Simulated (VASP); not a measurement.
# F (C2/m) in VASP: notebook

The runs below take F through single point, with PBEsol.

Program: VASP 6.6.1. These are calculated values, not measurements. Logs are shortened: lines on timing, memory, paths and dates and some standing lists are left out, and cuts for length are marked.

### 1 The cell of the first run

It takes space group C2/m (No. 12, monoclinic). The conventional cell has a = 6.136 Å, b = 3.631 Å, c = 7.613 Å, α = 90.00°, β = 111.86°, γ = 90.00°. Within 1.9 Å of F (site symmetry m) lie 1 F at 1.42 Å. F (site symmetry m) has 1 F at 1.42 Å within 1.9 Å.

### 2 Single point, PBEsol (19.68 Å³/atom)

File INCAR:

```
PREC = Accurate ; ENCUT = 1350
EDIFF = 1E-6 ; ISMEAR = 0
SIGMA = 0.05 ; LREAL = False
LASPH = True ; NELM = 120
ALGO = Normal ; ISIF = 2
LWAVE = False ; LCHARG = False
GGA = PS ; NBANDS = 22
GGA_COMPAT = False
```

File KPOINTS:

```
regular mesh
0
Gamma
  4 4 2
```

File POSCAR:

```
F
1.0
    3.0589019356     -1.8154231508     -0.2359289060
    3.0589019356      1.8154231508     -0.2359289060
   -2.2828896347      0.0000000000      7.2631592929
F
4
Direct
    0.0848459664      0.0848459664      0.0940038325
    0.9151540336      0.9151540336      0.9059961675
    0.5015719855      0.5015719855      0.5937195244
    0.4984280145      0.4984280145      0.4062804756
```

Potentials or basis: VASP PAW PBE potentials, release 64 (F_h).

Started as:

```bash
> cat potpaw_PBE.64/F_h/POTCAR > POTCAR
> mpirun -np 1 vasp_std > vasp.out
```

OUTCAR:

```text
PREC = Accurate
   ENCUT = 1350
   EDIFF = 1E-6
   ISMEAR = 0
   LREAL = False
   LASPH = True
   NELM = 120
   ISIF = 2
   GGA = PS

 ion  position               nearest neighbor table
   1  0.085  0.085  0.094-   2 1.42
   2  0.915  0.915  0.906-   1 1.42
   3  0.502  0.502  0.594-   4 1.42
   4  0.498  0.498  0.406-   3 1.42

  LATTYP: Found a base centered monoclinic cell.
 ALAT       =     6.1359737615
 B/A-ratio  =     0.5917310671
 C/A-ratio  =     1.2407939894
 COS(beta)  =    -0.3723223026

  Lattice vectors:

 A1 = (   3.0589019356,  -1.8154231508,  -0.2359289060)
 A2 = (   3.0589019356,   1.8154231508,  -0.2359289060)
 A3 = (  -2.2828896347,   0.0000000000,   7.2631592929)

Analysis of symmetry for initial positions (statically):
=====================================================================
 Subroutine PRICEL returns:
 Original cell was already a primitive cell.

 Routine SETGRP: Setting up the symmetry group for a
 base centered monoclinic supercell.

 Subroutine GETGRP returns: Found  4 space group operations
 (whereof  4 operations were pure point group operations)
 out of a pool of  4 trial point group operations.

The static configuration has the point symmetry C_2h.

Analysis of symmetry for dynamics (positions and initial velocities):
=====================================================================
 Subroutine PRICEL returns:
 Original cell was already a primitive cell.

 Routine SETGRP: Setting up the symmetry group for a
 base centered monoclinic supercell.

 Subroutine GETGRP returns: Found  4 space group operations
 (whereof  4 operations were pure point group operations)
 out of a pool of  4 trial point group operations.

The dynamic configuration has the point symmetry C_2h.

 Subroutine INISYM returns: Found  4 space group operations
 (whereof  4 operations are pure point group operations),
 and found     1 'primitive' translations

----------------------------------------------------------------------------------------

                                     Primitive cell

  volume of cell :      78.7120

  direct lattice vectors                    reciprocal lattice vectors
     3.058901936 -1.815423151 -0.235928906     0.167518390 -0.275417882  0.052652844
     3.058901936  1.815423151 -0.235928906     0.167518390  0.275417882  0.052652844
    -2.282889635  0.000000000  7.263159293     0.010882986  0.000000000  0.141101773

  length of vectors
     3.564870926  3.564870926  7.613479362     0.326633959  0.326633959  0.141520846

  position of ions in fractional coordinates (direct lattice)
     0.084845966  0.084845966  0.094003833
     0.915154034  0.915154034  0.905996167
     0.501571986  0.501571986  0.593719524
     0.498428014  0.498428014  0.406280476

  ion indices of the primitive-cell ions
   primitive index   ion index
                 1           1
                 2           2
                 3           3
                 4           4

----------------------------------------------------------------------------------------

 KPOINTS: regular mesh

Automatic generation of k-mesh.
 Grid dimensions read from file:
 generate k-points for:    4    4    2

 Generating k-lattice:

  Cartesian coordinates                     Fractional coordinates (reciprocal lattice)
     0.041879598 -0.068854471  0.013163211     0.250000000 -0.000000000  0.000000000
     0.041879598  0.068854471  0.013163211    -0.000000000  0.250000000  0.000000000
     0.005441493  0.000000000  0.070550887    -0.000000000 -0.000000000  0.500000000

  Length of vectors
     0.081658490  0.081658490  0.070760423

  Shift w.r.t. Gamma in fractional coordinates (k-lattice)
     0.000000000  0.000000000  0.000000000

 Subroutine IBZKPT returns following result:
 ===========================================

 Found     14 irreducible k-points:

 Following reciprocal coordinates:
            Coordinates               Weight
  0.000000  0.000000  0.000000      1.000000
  0.250000 -0.000000  0.000000      4.000000
  0.500000 -0.000000  0.000000      2.000000
  0.250000  0.250000  0.000000      2.000000
  0.500000  0.250000  0.000000      4.000000
 -0.250000  0.250000  0.000000      2.000000
  0.500000  0.500000  0.000000      1.000000
  0.000000  0.000000  0.500000      1.000000
  0.250000  0.000000  0.500000      4.000000
  0.500000 -0.000000  0.500000      2.000000
  0.250000  0.250000  0.500000      2.000000
  0.500000  0.250000  0.500000      4.000000
 -0.250000  0.250000  0.500000      2.000000
  0.500000  0.500000  0.500000      1.000000
   k-points           NKPTS =     14   k-points in BZ     NKDIM =     14   number of bands    NBANDS=     22
   number of dos      NEDOS =    301   number of ions     NIONS =      4
   total plane-waves  NPLWV = 221184
   dimension x,y,z NGX =    48 NGY =   48 NGZ =   96
   dimension x,y,z NGXF=    96 NGYF=   96 NGZF=  192
   ions per type =               4
   NGX,Y,Z   is equivalent  to a cutoff of  22.38, 22.38, 20.96 a.u.
   NGXF,Y,Z  is equivalent  to a cutoff of  44.77, 44.77, 41.92 a.u.
 SYSTEM =  unknown system
   PREC   = accura    normal or accurate (medium, high low for compatibility)
   ISTART =      0    job   : 0-new  1-cont  2-samecut
   ICHARG =      2    charge: 1-file 2-atom 10-const
   ISPIN  =      1    spin polarized calculation?
   LNONCOLLINEAR =      F non collinear calculations
   LSORBIT =      F    spin-orbit coupling
   LASPH  =      T    aspherical Exc in radial PAW
   ENCUT  = 1350.0 eV  99.22 Ry    9.96 a.u.  10.68 10.68 22.81*2*pi/ulx,y,z
   NELM   =    120;   NELMIN=  2; NELMDL= -5     # of ELM steps
   EDIFF  = 0.1E-05   stopping-criterion for ELM
   LREAL  =      F    real-space projection
   EDIFFG = 0.1E-04   stopping-criterion for IOM
   NSW    =      0    number of steps for IOM
   IBRION =     -1    ionic relax: 0-MD 1-quasi-New 2-CG
   NFREE  =      0    steps in history (QN), initial steepest desc. (CG)
   ISIF   =      2    stress and relaxation
   ISYM   =      2    0-nonsym 1-usesym 2-fastsym
   POTIM  = 0.5000    time-step for ionic-motion
   TEBEG  =    0.0;   TEEND  =   0.0 temperature during run
   PSTRESS=    0.0 pullay stress
   NELECT =      28.0000    total number of electrons
   NUPDOWN=      -1.0000    fix difference up-down
   EMIN   =  10.00;   EMAX   =-10.00  energy-range for DOS
   EFERMI =   0.00;   METHOD = LEGACY
   ISMEAR =     0;   SIGMA  =   0.05  broadening in eV -4-tet -1-fermi 0-gaus
   EFERMI_NEDOS =   21; number of points for ismear=-14 and -15
   IALGO  =     38    algorithm
   IMIX   =      4    mixing-type and parameters
     AMIX     =   0.40;   BMIX     =  1.00
     AMIX_MAG =   1.60;   BMIX_MAG =  1.00
  volume/ion in A,a.u.               =      19.68       132.79
  Fermi-wavevector in a.u.,A,eV,Ry     =   1.159971  2.192028 18.307089  1.345533
  Thomas-Fermi vector in A             =   2.296558
   LORBIT       =      0    0 simple, 1 ext, 2 COOP (PROOUT), +10 PAW based schemes
   GGA     = PS    functional components
   LHFCALC =     F    Hartree Fock is set to
   AEXX    =    0.0000 exact exchange contribution
   IVDW    =     0    specifies the selected vdW correction
   LEPSILON=     F    determine dielectric tensor
   LRPA    =     F    only Hartree local field effects (RPA)
 non-spin polarized calculation
 Gauss-broadening in eV      SIGMA  =   0.05
  energy-cutoff  :     1350.00
  volume of cell :       78.71
 maximum number of plane-waves:      8887
 NGX is ok and might be reduce to    48
   NGX = 21   NGY = 21   NGZ = 45

 number of electron      28.0000003 magnetization

 Free energy of the ion-electron system (eV)
  ---------------------------------------------------
  ext. energy  EPLUGINS =         0.00000000
  ---------------------------------------------------
  free energy    TOTEN  =        -7.94987008 eV

  energy without entropy =       -7.94987008  energy(sigma->0) =       -7.94987008

 E-fermi :  -5.2492     XC(G=0):  -6.6722

 val. band max:       -5.5135979347   @ k =   0.5000   0.5000   0.0000
 cond. band min:      -2.6586392245   @ k =   0.0000   0.0000   0.0000
 fundamental gap:      2.8549587101
 Fermi energy:        -5.2491773237

 k-point     1 :       0.0000    0.0000    0.0000
  band No.  band energies     occupation
      1     -30.2196      2.00000
      2     -30.0602      2.00000
      3     -24.0450      2.00000
      4     -23.8041      2.00000
      5     -12.0092      2.00000
      6     -11.4497      2.00000
[... 14 lines left out ...]
     21      13.4974      0.00000
     22      14.6420      0.00000

 k-point     2 :       0.2500   -0.0000    0.0000
  band No.  band energies     occupation
      1     -30.1997      2.00000
      2     -30.0487      2.00000
      3     -24.0075      2.00000
      4     -23.8258      2.00000
      5     -11.9278      2.00000
      6     -11.5243      2.00000
[... 14 lines left out ...]
     21      11.5132      0.00000
     22      13.0089      0.00000

 k-point     3 :       0.5000   -0.0000    0.0000
  band No.  band energies     occupation
      1     -30.1796      2.00000
      2     -30.0373      2.00000
      3     -23.9550      2.00000
      4     -23.8625      2.00000
      5     -11.7723      2.00000
      6     -11.6723      2.00000
[... 14 lines left out ...]
     21      10.3055      0.00000
     22      10.5272      0.00000
[... 226 lines left out ...]
 k-point    13 :      -0.2500    0.2500    0.5000
  band No.  band energies     occupation
      1     -30.1796      2.00000
      2     -30.0374      2.00000
      3     -23.9549      2.00000
      4     -23.8625      2.00000
      5     -11.7689      2.00000
      6     -11.6707      2.00000
[... 14 lines left out ...]
     21      10.6844      0.00000
     22      10.7115      0.00000

 k-point    14 :       0.5000    0.5000    0.5000
  band No.  band energies     occupation
      1     -30.1723      2.00000
      2     -30.0302      2.00000
      3     -23.9630      2.00000
      4     -23.8704      2.00000
      5     -11.7885      2.00000
      6     -11.6912      2.00000
[... 14 lines left out ...]
     21       9.3536      0.00000
     22       9.4888      0.00000

------------------------ aborting loop because EDIFF is reached ----------------------------------------

  FORCE on cell =-STRESS in cart. coord.  units (eV):
  Direction    XX          YY          ZZ          XY          YZ          ZX
  --------------------------------------------------------------------------------------
  -------------------------------------------------------------------------------------
  Total       -0.5064192     -0.2535272     -1.9566826      0.0000000      0.0000000     -0.1172498
  in kB      -10.3081278     -5.1605284    -39.8281391      0.0000000      0.0000000     -2.3866123
  external PRESSURE =     -18.4322651 kB  Pullay stress =       0.0000000 kB

 VOLUME and BASIS-vectors are now :
 -----------------------------------------------------------------------------
  energy-cutoff  :     1350.00
  volume of cell :       78.71
      direct lattice vectors                 reciprocal lattice vectors
     3.058901936 -1.815423151 -0.235928906     0.167518390 -0.275417882  0.052652844
     3.058901936  1.815423151 -0.235928906     0.167518390  0.275417882  0.052652844
    -2.282889635  0.000000000  7.263159293     0.010882986  0.000000000  0.141101773

 POSITION                                       TOTAL-FORCE (eV/Angst)
 -----------------------------------------------------------------------------------
      0.30447      0.00000      0.64273        -0.293860      0.000000     -0.610634
      3.53044      0.00000      6.14857         0.293860      0.000000      0.610634
      1.71312      0.00000      4.07561         0.199674      0.000000     -0.662044
      2.12179      0.00000      2.71569        -0.199674      0.000000      0.662044
 -----------------------------------------------------------------------------------
    total drift:                                0.000000     -0.000000     -0.000000

  FREE ENERGIE OF THE ION-ELECTRON SYSTEM (eV)
  ---------------------------------------------------
  free  energy   TOTEN  =        -7.9498700752 eV

  energy  without entropy=       -7.9498700752  energy(sigma->0) =       -7.94987008
```

Run time: 86 s. Hardware: 1 thread of Intel Xeon Platinum 8375C at 2.90GHz (Ice Lake), shared host; peak memory 0.5 GiB.

What came out:

```
Free energy            : -7.9499 eV
Pressure               : -1.8 GPa
Largest force          : 0.691 eV/Å
Band gap on the k mesh : 2.85 eV (least direct gap 2.93 eV)
```

Forces in eV/Å, atoms in the order of the input:
```
F   -0.294  0.000 -0.611
F    0.294  0.000  0.611
F    0.200  0.000 -0.662
F   -0.200  0.000  0.662
```

Levels at points of the mesh, in eV from the valence-band top:
| k point | band 12 | band 13 | band 14 | band 15 | band 16 | band 17 |
| --- | --- | --- | --- | --- | --- | --- |
| (0.00, 0.00, 0.00) | -0.17 | -0.10 | -0.07 | 2.86 | 3.60 | 8.65 |
| (0.50, 0.00, 0.00) | -0.26 | -0.26 | -0.15 | 3.25 | 3.34 | 12.48 |
| (0.50, 0.50, 0.00) | -0.27 | -0.18 | 0.00 | 3.20 | 3.34 | 12.88 |
| (0.00, 0.00, 0.50) | -0.16 | -0.14 | -0.08 | 3.17 | 3.26 | 9.46 |
| (0.50, 0.00, 0.50) | -0.29 | -0.18 | -0.06 | 3.08 | 3.48 | 12.38 |
| (0.50, 0.50, 0.50) | -0.23 | -0.18 | -0.09 | 3.25 | 3.34 | 12.56 |

Caveat: the k points lie up to 0.51 Å⁻¹ apart; this functional lacks dispersion, which holds the molecules together, so the pressure and a relaxed volume are unreliable; the PAW data sets were made with another functional, which shifts forces and pressure a little. A k mesh can miss the band edges.

### 3 Single point, PBEsol (19.22 Å³/atom)

This run uses another cell than the first one, of 19.22 Å³/atom.

File INCAR:

```
  PREC = Accurate
  ENCUT = 1350
  EDIFF = 1E-6
  ISMEAR = 0
  SIGMA = 0.05
  LREAL = False
  LASPH = True
  NELM = 120
  ALGO = Normal
  ISIF = 2
  LWAVE = False
  LCHARG = True
  GGA = PS
  LELF = True
  LVHAR = True
  NBANDS = 22
  GGA_COMPAT = False
```

KPOINTS is that of step 2.

File POSCAR:

```
F
1.0
    3.0348180758     -1.8011296567     -0.2340713509
    3.0348180758      1.8011296567     -0.2340713509
   -2.2649156051      0.0000000000      7.2059737687
F
4
Direct
    0.0848459664      0.0848459664      0.0940038325
    0.9151540336      0.9151540336      0.9059961675
    0.5015719855      0.5015719855      0.5937195244
    0.4984280145      0.4984280145      0.4062804756
```

Potentials or basis: VASP PAW PBE potentials, release 64 (F_h).

Started as:

```bash
> cat potpaw_PBE.64/F_h/POTCAR > POTCAR
> mpirun -np 1 vasp_std > vasp.out
```

Run time: 65 s. Hardware: 1 thread of Intel Xeon 6975P-C (Granite Rapids), shared host; peak memory 0.43 GiB.

Results (log left out):

```yaml
Free_energy: -7.9618 eV
Pressure: -1.1 GPa
Largest_force: 0.313 eV/Å
Band_gap_on_the_k_mesh: 2.97 eV (least direct gap 3.05 eV)
```

Forces on the atoms (eV/Å):
```
F   -0.133  0.000 -0.272
F    0.133  0.000  0.272
F    0.089  0.000 -0.300
F   -0.089  0.000  0.300
```

Stress tensor (GPa, compression positive):
```
-0.72  0.00 -0.10
 0.00 -0.51  0.00
-0.10  0.00 -2.06
```

Levels at points of the mesh, in eV from the valence-band top:
| k point | band 11 | band 12 | band 13 | band 14 | band 15 | band 16 | band 17 | band 18 |
| --- | --- | --- | --- | --- | --- | --- | --- | --- |
| (0.00, 0.00, 0.00) | -0.30 | -0.17 | -0.10 | -0.08 | 2.97 | 3.75 | 8.64 | 11.07 |
| (0.50, 0.00, 0.00) | -0.36 | -0.28 | -0.27 | -0.15 | 3.38 | 3.48 | 12.51 | 12.66 |
| (0.50, 0.50, 0.00) | -0.34 | -0.28 | -0.19 | 0.00 | 3.33 | 3.48 | 12.90 | 13.21 |
| (0.00, 0.00, 0.50) | -0.27 | -0.17 | -0.15 | -0.08 | 3.30 | 3.38 | 9.47 | 9.49 |
| (0.50, 0.00, 0.50) | -0.46 | -0.31 | -0.19 | -0.06 | 3.21 | 3.63 | 12.41 | 13.27 |
| (0.50, 0.50, 0.50) | -0.37 | -0.25 | -0.18 | -0.10 | 3.38 | 3.47 | 12.59 | 12.72 |

Caveat: the k points lie up to 0.52 Å⁻¹ apart; this functional lacks dispersion, which holds the molecules together, so the pressure and a relaxed volume are unreliable; the PAW data sets were made with another functional, which shifts forces and pressure a little.
